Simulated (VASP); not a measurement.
Runs of VASP 6.6.1 on Cl. The structure is that of space group P6/mmm (No. 191), or close to it. The cells are those of the table. 

```tsv
task	cell	cutoff (eV)	smearing	gap on the mesh (eV)	pressure (GPa)
single point	a = 5.522, b = 5.522, c = 2.208 Å, angles 90.0, 90.0, 120.0°, 3 atoms	520	fermi-dirac 0.05 eV	none	(b)
relaxation of shape and atoms at fixed volume	relaxed from a = 5.408, b = 5.408, c = 1.674 Å, angles 90.0, 90.0, 120.0°, 3 atoms	600	fermi-dirac 0.05 eV	none	43.9
single point	a = 7.339, b = 7.339, c = 2.272 Å, angles 90.0, 90.0, 120.0°, 3 atoms	520	fermi-dirac 0.05 eV	none	(a)
single point	a = 5.960, b = 5.960, c = 2.240 Å, angles 90.0, 90.0, 120.0°, 3 atoms	520	fermi-dirac 0.05 eV	none	3.7
single point	a = 6.375, b = 6.375, c = 2.259 Å, angles 90.0, 90.0, 120.0°, 3 atoms	520	fermi-dirac 0.05 eV	none	1.2
single point	a = 5.522, b = 5.522, c = 2.208 Å, angles 90.0, 90.0, 120.0°, 3 atoms	520	methfessel-paxton 0.05 eV	none	10.1
```

Alike in all rows: level PBE; potentials or basis VASP PAW PBE potentials, release 64 (Cl); no spin polarisation; k mesh 8 × 8 × 11.

Q: Fill in the values left out.

A: (a) -0.1; (b) 10.2.

Caveats: an odd number of electrons without spin polarisation forces a metal; a magnetic or distorted state may lie lower; the cell stands under pressure (at least some runs); a cell axis changed by over 15 % at a fixed basis, so the end point is rough (at least some runs).

A gap of «none» marks levels without a gap at the run's occupations.
